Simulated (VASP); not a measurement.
A run of VASP 6.6.1 is set up as follows.

File INCAR:

```
ALGO = Normal
EDIFF = 1E-7
EDIFFG = -0.04
ENCUT = 600
GGA = PE
IBRION = 2
ISIF = 3
ISMEAR = 0
LASPH = True
LCHARG = False
LREAL = False
LWAVE = False
NELM = 60
NSW = 90
PREC = Accurate
SIGMA = 0.1
```

The input KPOINTS:

```
k-points
0
Gamma
  6 6 1
```

The input POSCAR:

```
KRb2
1.0
    3.3425465000      0.0000000000      0.0000000000
   -1.6712732500      2.8947301800      0.0000000000
    0.0000000000      0.0000000000     16.7816940700
K Rb
1 2
Direct
    0.0000000000      0.0000000000      0.0000000000
    0.3333333300      0.6666666700      0.0997865200
    0.3333333300      0.6666666700      0.9002134800
```

Potentials or basis: VASP PAW PBE potentials, release 64 (K_sv, Rb_sv).

Launch:

```console
$ cat potpaw_PBE.64/K_sv/POTCAR potpaw_PBE.64/Rb_sv/POTCAR > POTCAR
$ mpirun -np 1 vasp_std > vasp.out
```

(1) Estimate the band gap on the k mesh.

(2) Predict the relaxed cell.

(3) Estimate the space group after relaxing (to 0.1 Å).

## Answers

(1) zero (an odd number of electrons rules out a gap without spin polarisation).

(2) a = 4.891 Å, b = 4.891 Å, c = 29.584 Å, α = 90.00°, β = 90.00°, γ = 120.00°.

(3) P-6m2 (No. 187).

Caveat: there is no dipole correction, which matters where the two faces differ; the relaxation moved the vacuum too, so the length across it says nothing of the material.
